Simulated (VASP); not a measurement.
K:

```
K
1.0
     4.52498    0.00000    0.00000
    -1.50833    4.26619    0.00000
    -1.50833   -2.13310    3.69463
K
1
Direct
  0.00000 0.00000 0.00000
```

```yaml
Program: VASP 6.6.1
Task: relaxation of cell and atoms
Functional: LDA
Potentials_or_basis: VASP PAW LDA potentials, release 64 (K_sv)
Cutoff: 600 eV
k_mesh: 7 × 7 × 7
Occupations: fermi-dirac, width 0.02 eV
Spin: no spin polarisation
```

At the start: pressure -0.4 GPa; volume 71.32 Å³/atom.

**Question.** Where does the relaxation end?

**Answer.** Over 3 steps the energy falls by 10.0 meV/atom and the volume is 64.37 Å³/atom (-9.7 %); space group Im-3m (No. 229, to 0.1 Å) before and after.

Step by step:
| step | energy change (eV) | largest force (eV/Å) | pressure (GPa) | volume (Å³) |
| --- | --- | --- | --- | --- |
| 1 | 0.0000 | 0.0000 | -0.40 | 71.32 |
| 2 | -0.0041 | 0.0000 | -0.32 | 69.50 |
| 3 | -0.0100 | 0.0000 | -0.03 | 64.37 |

Final structure:
```
K
1.0
     4.37289    0.00000    0.00000
    -1.45763    4.12280    0.00000
    -1.45763   -2.06140    3.57045
K
1
Direct
  0.00000 0.00000 0.00000
```
